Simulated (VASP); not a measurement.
# Cu (Pm-3m) in VASP: single point with LDA

Aim: the single point of Cu with LDA.

Everything below comes from runs of VASP 6.6.1. Logs are shortened: lines on timing, memory, paths and dates and some standing lists are left out, and cuts for length are marked.

### 1 The cell of the first run

The structure is cubic, space group Pm-3m (No. 221). The conventional cell has a = 3.253 Å, b = 3.253 Å, c = 3.253 Å, α = 90.00°, β = 90.00°, γ = 90.00°. Cu (site symmetry m-3m) has 6 Cu at 3.25 Å within 4.3 Å.

### 2 Single point, LDA

File INCAR:

```
PREC     = Accurate       # precision mode
ENCUT    = 520            # plane-wave cutoff, eV
EDIFF    = 1E-7           # SCF threshold, eV
ISMEAR   = 1              # smearing method
SIGMA    = 0.1            # smearing width, eV
LREAL    = F              # projectors in reciprocal space
LASPH    = T              # aspherical terms in the spheres
NELM     = 60             # most SCF steps
ALGO     = Normal         # electronic algorithm
ISIF     = 2              # what is computed and relaxed
LWAVE    = F              # write WAVECAR
LCHARG   = T              # write CHGCAR
LELF     = T              # ELF
LVHAR    = T            
NBANDS   = 12             # bands
```

File KPOINTS:

```
Automatic mesh
0
Gamma
  9 9 9
```

File POSCAR:

```
Cu
1.0
    3.2526600000      0.0000000000      0.0000000000
    0.0000000000      3.2526600000      0.0000000000
    0.0000000000      0.0000000000      3.2526600000
Cu
1
Direct
    0.0000000000      0.0000000000      0.0000000000
```

Potentials or basis: VASP PAW LDA potentials, release 64 (Cu).

Launch:

```console
cat potpaw_LDA.64/Cu/POTCAR > POTCAR
mpirun -np 1 vasp_std > vasp.out
```

OUTCAR:

```text
PREC = Accurate
   ENCUT = 520
   EDIFF = 1E-7
   ISMEAR = 1
   LREAL = F
   LASPH = T
   NELM = 60
   ISIF = 2

 ion  position               nearest neighbor table
   1  0.000  0.000  0.000-

  LATTYP: Found a simple cubic cell.
 ALAT       =     3.2526600000

  Lattice vectors:

 A1 = (   3.2526600000,   0.0000000000,   0.0000000000)
 A2 = (   0.0000000000,   3.2526600000,   0.0000000000)
 A3 = (   0.0000000000,   0.0000000000,   3.2526600000)

Analysis of symmetry for initial positions (statically):
=====================================================================
 Subroutine PRICEL returns:
 Original cell was already a primitive cell.

 Routine SETGRP: Setting up the symmetry group for a
 simple cubic supercell.

 Subroutine GETGRP returns: Found 48 space group operations
 (whereof 48 operations were pure point group operations)
 out of a pool of 48 trial point group operations.

The static configuration has the point symmetry O_h .

Analysis of symmetry for dynamics (positions and initial velocities):
=====================================================================
 Subroutine PRICEL returns:
 Original cell was already a primitive cell.

 Routine SETGRP: Setting up the symmetry group for a
 simple cubic supercell.

 Subroutine GETGRP returns: Found 48 space group operations
 (whereof 48 operations were pure point group operations)
 out of a pool of 48 trial point group operations.

The dynamic configuration has the point symmetry O_h .

 Subroutine INISYM returns: Found 48 space group operations
 (whereof 48 operations are pure point group operations),
 and found     1 'primitive' translations

----------------------------------------------------------------------------------------

                                     Primitive cell

  volume of cell :      34.4125

  direct lattice vectors                    reciprocal lattice vectors
     3.252660000  0.000000000  0.000000000     0.307440679  0.000000000  0.000000000
     0.000000000  3.252660000  0.000000000     0.000000000  0.307440679  0.000000000
     0.000000000  0.000000000  3.252660000     0.000000000  0.000000000  0.307440679

  length of vectors
     3.252660000  3.252660000  3.252660000     0.307440679  0.307440679  0.307440679

  position of ions in fractional coordinates (direct lattice)
     0.000000000  0.000000000  0.000000000

  ion indices of the primitive-cell ions
   primitive index   ion index
                 1           1

----------------------------------------------------------------------------------------

 KPOINTS: Automatic mesh

Automatic generation of k-mesh.
 Grid dimensions read from file:
 generate k-points for:    9    9    9

 Generating k-lattice:

  Cartesian coordinates                     Fractional coordinates (reciprocal lattice)
     0.034160075  0.000000000  0.000000000     0.111111111  0.000000000  0.000000000
     0.000000000  0.034160075  0.000000000     0.000000000  0.111111111  0.000000000
     0.000000000  0.000000000  0.034160075     0.000000000  0.000000000  0.111111111

  Length of vectors
     0.034160075  0.034160075  0.034160075

  Shift w.r.t. Gamma in fractional coordinates (k-lattice)
     0.000000000  0.000000000  0.000000000

 Subroutine IBZKPT returns following result:
 ===========================================

 Found     35 irreducible k-points:

 Following reciprocal coordinates:
            Coordinates               Weight
  0.000000  0.000000  0.000000      1.000000
  0.111111  0.000000  0.000000      6.000000
  0.222222  0.000000  0.000000      6.000000
  0.333333  0.000000  0.000000      6.000000
  0.444444  0.000000  0.000000      6.000000
  0.111111  0.111111  0.000000     12.000000
[... 16 lines left out ...]
  0.333333  0.333333  0.111111     24.000000
  0.444444  0.333333  0.111111     48.000000
 [... further k-points ...]
   k-points           NKPTS =     35   k-points in BZ     NKDIM =     35   number of bands    NBANDS=     12
   number of dos      NEDOS =    301   number of ions     NIONS =      1
   total plane-waves  NPLWV =  13824
   dimension x,y,z NGX =    24 NGY =   24 NGZ =   24
   dimension x,y,z NGXF=    48 NGYF=   48 NGZF=   48
   ions per type =               1
   NGX,Y,Z   is equivalent  to a cutoff of  12.27, 12.27, 12.27 a.u.
   NGXF,Y,Z  is equivalent  to a cutoff of  24.53, 24.53, 24.53 a.u.
 SYSTEM =  unknown system
   PREC   = accura    normal or accurate (medium, high low for compatibility)
   ISTART =      0    job   : 0-new  1-cont  2-samecut
   ICHARG =      2    charge: 1-file 2-atom 10-const
   ISPIN  =      1    spin polarized calculation?
   LNONCOLLINEAR =      F non collinear calculations
   LSORBIT =      F    spin-orbit coupling
   LASPH  =      T    aspherical Exc in radial PAW
   ENCUT  =  520.0 eV  38.22 Ry    6.18 a.u.   6.05  6.05  6.05*2*pi/ulx,y,z
   NELM   =     60;   NELMIN=  2; NELMDL= -5     # of ELM steps
   EDIFF  = 0.1E-06   stopping-criterion for ELM
   LREAL  =      F    real-space projection
   EDIFFG = 0.1E-05   stopping-criterion for IOM
   NSW    =      0    number of steps for IOM
   IBRION =     -1    ionic relax: 0-MD 1-quasi-New 2-CG
   NFREE  =      0    steps in history (QN), initial steepest desc. (CG)
   ISIF   =      2    stress and relaxation
   ISYM   =      2    0-nonsym 1-usesym 2-fastsym
   POTIM  = 0.5000    time-step for ionic-motion
   TEBEG  =    0.0;   TEEND  =   0.0 temperature during run
   PSTRESS=    0.0 pullay stress
   NELECT =      11.0000    total number of electrons
   NUPDOWN=      -1.0000    fix difference up-down
   EMIN   =  10.00;   EMAX   =-10.00  energy-range for DOS
   EFERMI =   0.00;   METHOD = LEGACY
   ISMEAR =     1;   SIGMA  =   0.10  broadening in eV -4-tet -1-fermi 0-gaus
   EFERMI_NEDOS =   21; number of points for ismear=-14 and -15
   IALGO  =     38    algorithm
   IMIX   =      4    mixing-type and parameters
     AMIX     =   0.40;   BMIX     =  1.00
     AMIX_MAG =   1.60;   BMIX_MAG =  1.00
  volume/ion in A,a.u.               =      34.41       232.23
  Fermi-wavevector in a.u.,A,eV,Ry     =   1.119353  2.115270 17.047434  1.252951
  Thomas-Fermi vector in A             =   2.255991
   LORBIT       =      0    0 simple, 1 ext, 2 COOP (PROOUT), +10 PAW based schemes
   GGA     = CA    functional components
   LHFCALC =     F    Hartree Fock is set to
   AEXX    =    0.0000 exact exchange contribution
   IVDW    =     0    specifies the selected vdW correction
   LEPSILON=     F    determine dielectric tensor
   LRPA    =     F    only Hartree local field effects (RPA)
 non-spin polarized calculation
 Methfessel and Paxton  Order N= 1 SIGMA  =   0.10
  energy-cutoff  :      520.00
  volume of cell :       34.41
 maximum number of plane-waves:       940
   NGX = 13   NGY = 13   NGZ = 13

 number of electron      10.9999978 magnetization

 Free energy of the ion-electron system (eV)
  ---------------------------------------------------
  ext. energy  EPLUGINS =         0.00000000
  ---------------------------------------------------
  free energy    TOTEN  =        -2.07752767 eV

  energy without entropy =       -2.07866852  energy(sigma->0) =       -2.07790795

 E-fermi :  -0.8288     XC(G=0):  -7.8891

 val. band max:       -0.8995116866   @ k =   0.4444   0.1111   0.1111
 cond. band min:      -0.6994515356   @ k =   0.4444   0.2222   0.0000
 fundamental gap:      0.2000601510
 Fermi energy:        -0.8288179775

 k-point     1 :       0.0000    0.0000    0.0000
  band No.  band energies     occupation
      1      -4.4782      2.00000
      2      -2.3836      2.00000
      3      -2.3836      2.00000
      4      -1.7641      2.00000
      5      -1.7641      2.00000
      6      -1.7641      2.00000
      7       9.2161      0.00000
      8       9.2161      0.00000
      9       9.2161      0.00000
     10      11.9569      0.00000
     11      11.9569      0.00000
     12      12.2283      0.00000

 k-point     2 :       0.1111    0.0000    0.0000
  band No.  band energies     occupation
      1      -4.3060      2.00000
      2      -2.3758      2.00000
      3      -2.3474      2.00000
      4      -1.7853      2.00000
      5      -1.7853      2.00000
      6      -1.7624      2.00000
      7       7.3293      0.00000
      8       9.4028      0.00000
      9       9.4028      0.00000
     10      12.0963      0.00000
     11      12.2658      0.00000
     12      14.2259      0.00000

 k-point     3 :       0.2222    0.0000    0.0000
  band No.  band energies     occupation
      1      -3.8137      2.00000
      2      -2.3559      2.00000
      3      -2.2284      2.00000
      4      -1.8380      2.00000
      5      -1.8380      2.00000
      6      -1.7579      2.00000
      7       4.8006      0.00000
      8       9.9366      0.00000
      9       9.9366      0.00000
     10      12.5189      0.00000
     11      12.6612      0.00000
     12      17.4607      0.00000
[... 286 lines left out ...]
 k-point    23 :       0.3333    0.3333    0.1111
  band No.  band energies     occupation
      1      -2.3273      2.00000
      2      -2.2013      2.00000
      3      -1.9347      2.00000
      4      -1.9260      2.00000
      5      -1.8708      2.00000
      6      -0.9605      2.06862
      7       3.8332      0.00000
      8       4.5452      0.00000
      9       9.5978      0.00000
     10      10.4758      0.00000
     11      15.1444      0.00000
     12      15.8045      0.00000

 k-point    24 :       0.4444    0.3333    0.1111
  band No.  band energies     occupation
      1      -2.2734      2.00000
      2      -2.2448      2.00000
      3      -1.9570      2.00000
      4      -1.9184      2.00000
      5      -1.8106      2.00000
      6       0.0862     -0.00000
      7       2.3126      0.00000
      8       5.0933      0.00000
      9       8.1866      0.00000
     10      11.2700      0.00000
     11      14.0544      0.00000
     12      16.3758      0.00000

 [... further k-points ...]
[... 5 lines left out ...]
  --------------------------------------------------------------------------------------
  -------------------------------------------------------------------------------------
  Total       -2.3166182     -2.3166182     -2.3166182      0.0000000      0.0000000     -0.0000000
  in kB     -107.8571752   -107.8571752   -107.8571752      0.0000000      0.0000000     -0.0000000
  external PRESSURE =    -107.8571752 kB  Pullay stress =       0.0000000 kB

 VOLUME and BASIS-vectors are now :
 -----------------------------------------------------------------------------
  energy-cutoff  :      520.00
  volume of cell :       34.41
      direct lattice vectors                 reciprocal lattice vectors
     3.252660000  0.000000000  0.000000000     0.307440679  0.000000000  0.000000000
     0.000000000  3.252660000  0.000000000     0.000000000  0.307440679  0.000000000
     0.000000000  0.000000000  3.252660000     0.000000000  0.000000000  0.307440679

 POSITION                                       TOTAL-FORCE (eV/Angst)
 -----------------------------------------------------------------------------------
      0.00000      0.00000      0.00000         0.000000      0.000000      0.000000
 -----------------------------------------------------------------------------------
    total drift:                                0.000000     -0.000000     -0.000000

  FREE ENERGIE OF THE ION-ELECTRON SYSTEM (eV)
  ---------------------------------------------------
  free  energy   TOTEN  =        -2.0775276657 eV

  energy  without entropy=       -2.0786685191  energy(sigma->0) =       -2.07790795
```

It took 20 s on 1 thread of AMD EPYC 7R13, shared host; peak memory 0.1 GiB.

Results:

| Quantity | Value |
| --- | --- |
| Free energy | -2.0775 eV |
| Pressure | -10.8 GPa |
